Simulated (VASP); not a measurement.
A run of VASP 6.6.1 is set up as follows.

The input POSCAR:

```
NaH
1.0
    0.0000000000      2.5969210614      2.5969210614
    2.5969210614      0.0000000000      2.5969210614
    2.5969210614      2.5969210614      0.0000000000
Na H
1 1
Direct
    0.0000000000      0.0000000000      0.0000000000
    0.2500000000      0.2500000000      0.2500000000
```

The input INCAR.step1:

```
SYSTEM = NaH
PREC     = Accurate       ! precision mode
ENCUT    = 520            ! plane-wave cutoff, eV
EDIFF    = 1E-5           ! SCF threshold, eV
ISMEAR   = 0              ! smearing method
SIGMA    = 0.01           ! smearing width, eV
LREAL    = .FALSE.        ! projectors in reciprocal space
LASPH    = .TRUE.         ! aspherical terms in the spheres
NELM     = 80             ! most SCF steps
ALGO     = Normal         ! electronic algorithm
ISIF     = 2              ! what is computed and relaxed
LWAVE    = .TRUE.         ! write WAVECAR
NBANDS   = 11             ! bands
GGA      = PE             ! functional
```

File INCAR.step2:

```
SYSTEM = NaH
PREC     = Accurate       ! precision mode
ENCUT    = 520            ! plane-wave cutoff, eV
EDIFF    = 1E-6           ! SCF threshold, eV
ISMEAR   = 0              ! smearing method
SIGMA    = 0.01           ! smearing width, eV
LREAL    = .FALSE.        ! projectors in reciprocal space
LASPH    = .TRUE.         ! aspherical terms in the spheres
NELM     = 80             ! most SCF steps
ALGO     = Normal         ! electronic algorithm
ISIF     = 2              ! what is computed and relaxed
LWAVE    = .FALSE.        ! write WAVECAR
LCHARG   = .TRUE.         ! write CHGCAR
GGA      = PE             ! functional
LHFCALC  = .TRUE.         ! exact exchange
HFSCREEN = 0.2079         ! screening, 1/A
PRECFOCK = Normal       
LELF     = .TRUE.         ! ELF
LVHAR    = .TRUE.       
NBANDS   = 11             ! bands
ISTART   = 1
```

The input KPOINTS:

```
regular mesh
0
G
  6 6 6
  0 0 0
```

Potentials or basis: VASP PAW PBE potentials, release 64 (Na_pv, H).

Run with:

```sh
$ cat potpaw_PBE.64/Na_pv/POTCAR potpaw_PBE.64/H/POTCAR > POTCAR
$ cp INCAR.step1 INCAR
$ mpirun -np 1 vasp_std > vasp.out
$ cp INCAR.step2 INCAR
$ mpirun -np 1 vasp_std > vasp.out
```

(1) Predict the band gap on the k mesh.

(2) Predict the pressure.

Results:

(1) 4.63 eV (least direct gap 5.37 eV).

(2) 0.1 GPa.

Caveat: the PAW data sets were made with another functional, which shifts forces and pressure a little.
